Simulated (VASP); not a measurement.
Input of a VASP 6.6.1 run:

File INCAR:

```
SYSTEM = AlN
PREC = Accurate
ENCUT = 520
EDIFF = 1E-7
ISMEAR = 0
SIGMA = 0.05
LREAL = .FALSE.
LASPH = .TRUE.
NELM = 80
ALGO = Normal
ISIF = 2
LWAVE = .FALSE.
LCHARG = .TRUE.
GGA = PE
LELF = .TRUE.
LVHAR = .TRUE.
NBANDS = 16
```

KPOINTS

```
regular mesh
0
G
  9 9 6
  0 0 0
```

Contents of POSCAR:

```
AlN
1.0
    3.1471655678      0.0000000000      0.0000000000
   -1.5735827839      2.7255253316      0.0000000000
    0.0000000000      0.0000000000      4.0850209070
Al N
2 2
Direct
    0.3333333333      0.6666666667      0.7500000000
    0.6666666667      0.3333333333      0.2500000000
    0.3333333333      0.6666666667      0.2500000000
    0.6666666667      0.3333333333      0.7500000000
```

Potentials or basis: VASP PAW PBE potentials, release 64 (Al, N).

The run is started by

```bash
$ cat potpaw_PBE.64/Al/POTCAR potpaw_PBE.64/N/POTCAR > POTCAR
$ mpirun -np 1 vasp_std > vasp.out
```

**Question.** What does it give for the band gap on the k mesh?

**Answer.** 4.19 eV, direct.

**Question.** Predict the pressure.

**Answer.** 35.2 GPa.

Stress tensor (GPa, compression positive):
```
40.62  0.00  0.00
 0.00 40.62  0.00
 0.00  0.00 24.25
```

 A k mesh can miss the band edges.
